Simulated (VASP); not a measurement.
# Ta2N (P1) in VASP: single point with revPBE

Aim: the single point of Ta2N with revPBE.

Program: VASP 6.6.1. These are calculated values, not measurements. Logs are shortened: lines on timing, memory, paths and dates and some standing lists are left out, and cuts for length are marked.

## 1. The cell of the first run

The typed cell holds 3 atoms: a = 3.113 Å, b = 3.113 Å, c = 4.870 Å, α = 90.00°, β = 90.00°, γ = 120.00°.

## 2. Single point, revPBE, collinear spin, ferromagnetic start

Contents of INCAR:

```
  ALGO = Normal
  EDIFF = 1E-6
  ENCUT = 600
  GGA = RE
  GGA_COMPAT = False
  ISIF = 2
  ISMEAR = -1
  ISPIN = 2
  LASPH = True
  LCHARG = False
  LMAXMIX = 4
  LORBIT = 11
  LREAL = False
  LWAVE = False
  MAGMOM = 0.5 0.5 0
  NBANDS = 24
  NELM = 200
  PREC = Accurate
  SIGMA = 0.01
```

Contents of KPOINTS:

```
k-points
0
Gamma
  10 10 6
```

Contents of POSCAR:

```
Ta2N
1.0
    3.1128615060      0.0000000000      0.0000000000
   -1.5564307530      2.6958171426      0.0000000000
    0.0000000000      0.0000000000      4.8698410000
Ta N
2 1
Direct
    0.3940930000      0.6444320000      0.2497880000
    0.7045040000      0.3927480000      0.7641490000
   -0.0069480000      0.0100480000     -0.0044600000
```

Potentials or basis: VASP PAW PBE potentials, release 64 (Ta_pv, N).

Run with:

```console
> cat potpaw_PBE.64/Ta_pv/POTCAR potpaw_PBE.64/N/POTCAR > POTCAR
> mpirun -np 1 vasp_std > vasp.out
```

OUTCAR:

```text
EDIFF = 1E-6
   ENCUT = 600
   GGA = RE
   ISIF = 2
   ISMEAR = -1
   ISPIN = 2
   LASPH = True
   LORBIT = 11
   LREAL = False
   NELM = 200
   PREC = Accurate

 ion  position               nearest neighbor table
   1  0.394  0.644  0.250-   3 2.05   3 2.13   3 2.41   2 2.81   2 2.93   2 3.02   2 3.11   2 3.13
                             2 3.22
   2  0.705  0.393  0.764-   3 2.01   3 2.14   3 2.23   1 2.81   1 2.93   1 3.02   1 3.11   1 3.13
                             1 3.22
   3  0.993  0.010  0.996-   2 2.01   1 2.05   1 2.13   2 2.14   2 2.23   1 2.41

  LATTYP: Found a hexagonal cell.
 ALAT       =     3.1128615060
 C/A-ratio  =     1.5644258476

  Lattice vectors:

 A1 = (   3.1128615060,   0.0000000000,   0.0000000000)
 A2 = (  -1.5564307530,   2.6958171426,   0.0000000000)
 A3 = (   0.0000000000,   0.0000000000,   4.8698410000)

Analysis of symmetry for initial positions (statically):
=====================================================================
 Subroutine PRICEL returns:
 Original cell was already a primitive cell.

 Routine SETGRP: Setting up the symmetry group for a
 hexagonal supercell.

 Subroutine GETGRP returns: Found  1 space group operations
 (whereof  1 operations were pure point group operations)
 out of a pool of 24 trial point group operations.

The static configuration has the point symmetry C_1 .

Analysis of symmetry for dynamics (positions and initial velocities):
=====================================================================
 Subroutine PRICEL returns:
 Original cell was already a primitive cell.

 Routine SETGRP: Setting up the symmetry group for a
 hexagonal supercell.

 Subroutine GETGRP returns: Found  1 space group operations
 (whereof  1 operations were pure point group operations)
 out of a pool of 24 trial point group operations.

The dynamic configuration has the point symmetry C_1 .

Analysis of structural, dynamic, and magnetic symmetry:
=====================================================================
 Subroutine PRICEL returns:
 Original cell was already a primitive cell.

 Routine SETGRP: Setting up the symmetry group for a
 hexagonal supercell.

 Subroutine GETGRP returns: Found  1 space group operations
 (whereof  1 operations were pure point group operations)
 out of a pool of 24 trial point group operations.

The overall configuration has the point symmetry C_1 .

 Subroutine INISYM returns: Found  1 space group operations
 (whereof  1 operations are pure point group operations),
 and found     1 'primitive' translations

----------------------------------------------------------------------------------------

                                     Primitive cell

  volume of cell :      40.8663

  direct lattice vectors                    reciprocal lattice vectors
     3.112861506  0.000000000  0.000000000     0.321247829  0.185472520  0.000000000
    -1.556430753  2.695817143  0.000000000     0.000000000  0.370945041  0.000000000
     0.000000000  0.000000000  4.869841000     0.000000000  0.000000000  0.205345513

  length of vectors
     3.112861506  3.112861506  4.869841000     0.370945041  0.370945041  0.205345513

  position of ions in fractional coordinates (direct lattice)
     0.394093000  0.644432000  0.249788000
     0.704504000  0.392748000  0.764149000
     0.993052000  0.010048000  0.995540000

  ion indices of the primitive-cell ions
   primitive index   ion index
                 1           1
                 2           2
                 3           3

----------------------------------------------------------------------------------------

 KPOINTS: k-points

Automatic generation of k-mesh.
 Grid dimensions read from file:
 generate k-points for:   10   10    6

 Generating k-lattice:

  Cartesian coordinates                     Fractional coordinates (reciprocal lattice)
     0.032124783  0.018547252  0.000000000     0.100000000  0.000000000  0.000000000
     0.000000000  0.037094504  0.000000000     0.000000000  0.100000000  0.000000000
     0.000000000  0.000000000  0.034224252     0.000000000  0.000000000  0.166666667

  Length of vectors
     0.037094504  0.037094504  0.034224252

  Shift w.r.t. Gamma in fractional coordinates (k-lattice)
     0.000000000  0.000000000  0.000000000

 Subroutine IBZKPT returns following result:
 ===========================================

 Found    304 irreducible k-points:

 Following reciprocal coordinates:
            Coordinates               Weight
  0.000000  0.000000  0.000000      1.000000
  0.100000 -0.000000  0.000000      2.000000
  0.000000  0.100000  0.000000      2.000000
 -0.100000  0.100000  0.000000      2.000000
  0.200000 -0.000000  0.000000      2.000000
  0.000000  0.200000  0.000000      2.000000
[... 16 lines left out ...]
 -0.200000  0.300000  0.000000      2.000000
  0.100000  0.200000  0.000000      2.000000
 [... further k-points ...]
   k-points           NKPTS =    304   k-points in BZ     NKDIM =    304   number of bands    NBANDS=     24
   number of dos      NEDOS =    301   number of ions     NIONS =      3
   total plane-waves  NPLWV =  31360
   dimension x,y,z NGX =    28 NGY =   28 NGZ =   40
   dimension x,y,z NGXF=    56 NGYF=   56 NGZF=   80
   ions per type =               2   1
   NGX,Y,Z   is equivalent  to a cutoff of  14.95, 14.95, 13.66 a.u.
   NGXF,Y,Z  is equivalent  to a cutoff of  29.91, 29.91, 27.31 a.u.
 SYSTEM =  unknown system
   PREC   = accura    normal or accurate (medium, high low for compatibility)
   ISTART =      0    job   : 0-new  1-cont  2-samecut
   ICHARG =      2    charge: 1-file 2-atom 10-const
   ISPIN  =      2    spin polarized calculation?
   LNONCOLLINEAR =      F non collinear calculations
   LSORBIT =      F    spin-orbit coupling
   LASPH  =      T    aspherical Exc in radial PAW
   ENCUT  =  600.0 eV  44.10 Ry    6.64 a.u.   6.22  6.22  9.73*2*pi/ulx,y,z
   NELM   =    200;   NELMIN=  2; NELMDL= -5     # of ELM steps
   EDIFF  = 0.1E-05   stopping-criterion for ELM
   LREAL  =      F    real-space projection
   EDIFFG = 0.1E-04   stopping-criterion for IOM
   NSW    =      0    number of steps for IOM
   IBRION =     -1    ionic relax: 0-MD 1-quasi-New 2-CG
   NFREE  =      0    steps in history (QN), initial steepest desc. (CG)
   ISIF   =      2    stress and relaxation
   ISYM   =      2    0-nonsym 1-usesym 2-fastsym
   POTIM  = 0.5000    time-step for ionic-motion
   TEBEG  =    0.0;   TEEND  =   0.0 temperature during run
   PSTRESS=    0.0 pullay stress
   NELECT =      27.0000    total number of electrons
   NUPDOWN=      -1.0000    fix difference up-down
   EMIN   =  10.00;   EMAX   =-10.00  energy-range for DOS
   EFERMI =   0.00;   METHOD = LEGACY
   ISMEAR =    -1;   SIGMA  =   0.01  broadening in eV -4-tet -1-fermi 0-gaus
   EFERMI_NEDOS =   21; number of points for ismear=-14 and -15
   IALGO  =     38    algorithm
   IMIX   =      4    mixing-type and parameters
     AMIX     =   0.40;   BMIX     =  1.00
     AMIX_MAG =   1.60;   BMIX_MAG =  1.00
  volume/ion in A,a.u.               =      13.62        91.93
  Fermi-wavevector in a.u.,A,eV,Ry     =   1.425852  2.694469 27.661374  2.033054
  Thomas-Fermi vector in A             =   2.546192
   LORBIT       =     11    0 simple, 1 ext, 2 COOP (PROOUT), +10 PAW based schemes
   GGA     = RE    functional components
   LHFCALC =     F    Hartree Fock is set to
   AEXX    =    0.0000 exact exchange contribution
   IVDW    =     0    specifies the selected vdW correction
   LEPSILON=     F    determine dielectric tensor
   LRPA    =     F    only Hartree local field effects (RPA)
 spin polarized calculation
  energy-cutoff  :      600.00
  volume of cell :       40.87
 maximum number of plane-waves:      1387
 NGX is ok and might be reduce to    28
   NGX = 13   NGY = 13   NGZ = 19

 number of electron      27.0000003 magnetization       0.0000696

 number of electron      27.0000003 magnetization      -0.0000593

 Free energy of the ion-electron system (eV)
  ---------------------------------------------------
  ext. energy  EPLUGINS =         0.00000000
  ---------------------------------------------------
  free energy    TOTEN  =       -32.65409514 eV

  energy without entropy =      -32.65363879  energy(sigma->0) =      -32.65386697

 E-fermi :   7.4041     XC(G=0): -12.7660

 val. band max:        7.4032767885   @ k =   0.0000   0.2000   0.3333
 cond. band min:       7.4087361509   @ k =   0.2000   0.2000   0.5000
 fundamental gap:      0.0054593624
 Fermi energy:         7.4041491891

 spin component 1

 k-point     1 :       0.0000    0.0000    0.0000
  band No.  band energies     occupation
      1     -28.2511      1.00000
      2     -27.5235      1.00000
      3     -27.4385      1.00000
      4     -27.3998      1.00000
      5     -27.2836      1.00000
      6     -27.1705      1.00000
[... 16 lines left out ...]
     23      16.9308      0.00000
     24      20.7948      0.00000
[... 598 lines left out ...]
      2     -27.8231      1.00000
      3     -27.6996      1.00000
      4     -27.5703      1.00000
      5     -27.3651      1.00000
      6     -27.2094      1.00000
[... 16 lines left out ...]
     23      16.9003      0.00000
     24      20.2240      0.00000

 [... further k-points ...]

 spin component 2

 k-point     1 :       0.0000    0.0000    0.0000
  band No.  band energies     occupation
      1     -28.2513      1.00000
      2     -27.5237      1.00000
      3     -27.4387      1.00000
      4     -27.4000      1.00000
      5     -27.2839      1.00000
      6     -27.1708      1.00000
[... 16 lines left out ...]
     23      16.9308      0.00000
     24      20.7905      0.00000
[... 598 lines left out ...]
      2     -27.8233      1.00000
      3     -27.6998      1.00000
      4     -27.5706      1.00000
      5     -27.3653      1.00000
      6     -27.2096      1.00000
[... 16 lines left out ...]
     23      16.9003      0.00000
     24      20.2240      0.00000

 [... further k-points ...]
[... 5 lines left out ...]
  --------------------------------------------------------------------------------------
  -------------------------------------------------------------------------------------
  Total        2.5947881      3.4076131      2.8642026     -0.3294620      1.3462767     -0.8490835
  in kB      101.7296311    133.5967377    112.2921274    -12.9166787     52.7812789    -33.2886341
  external PRESSURE =     115.8728321 kB  Pullay stress =       0.0000000 kB

 VOLUME and BASIS-vectors are now :
 -----------------------------------------------------------------------------
  energy-cutoff  :      600.00
  volume of cell :       40.87
      direct lattice vectors                 reciprocal lattice vectors
     3.112861506  0.000000000  0.000000000     0.321247829  0.185472520  0.000000000
    -1.556430753  2.695817143  0.000000000     0.000000000  0.370945041  0.000000000
     0.000000000  0.000000000  4.869841000     0.000000000  0.000000000  0.205345513

 POSITION                                       TOTAL-FORCE (eV/Angst)
 -----------------------------------------------------------------------------------
      0.22374      1.73727      1.21643        -1.939950      0.291442      1.974268
      1.58174      1.05878      3.72128        -0.065692     -1.431106     -2.644101
      3.07559      0.02709      4.84812         2.005641      1.139664      0.669833
 -----------------------------------------------------------------------------------
    total drift:                               -0.000056     -0.000084     -0.000119

  FREE ENERGIE OF THE ION-ELECTRON SYSTEM (eV)
  ---------------------------------------------------
  free  energy   TOTEN  =       -32.6540951432 eV

  energy  without entropy=      -32.6536387929  energy(sigma->0) =      -32.65386697

 total charge

# of ion       s       p       d       tot
------------------------------------------
    1        0.315   6.219   2.390   8.924
    2        0.317   6.239   2.408   8.964
    3        1.255   2.540   0.000   3.796
--------------------------------------------------
tot          1.887  14.998   4.798  21.683

 magnetization (x)

# of ion       s       p       d       tot
------------------------------------------
    1        0.000  -0.000   0.000   0.000
    2        0.000  -0.000   0.000   0.000
    3       -0.000   0.000   0.000   0.000
--------------------------------------------------
tot          0.000   0.000   0.000   0.000
```

It took 26 min on 1 thread of AMD EPYC 7R13, shared host; peak memory 0.57 GiB.

What came out:

| Quantity | Value |
| --- | --- |
| Free energy | -32.6541 eV |
| Pressure | 11.6 GPa |
| Largest force | 3.007 eV/Å |
| Net moment | 0.00 μB per cell |
| Valence electrons inside the program's atomic spheres | Ta 8.92, 8.96; N 3.80 |

Forces on the atoms (eV/Å):
```
Ta  -1.940  0.291  1.974
Ta  -0.066 -1.431 -2.644
N    2.006  1.140  0.670
```

Caveat: the PAW data sets were made with another functional, which shifts forces and pressure a little; spin-orbit coupling is left out, which moves the levels of the heavy elements.
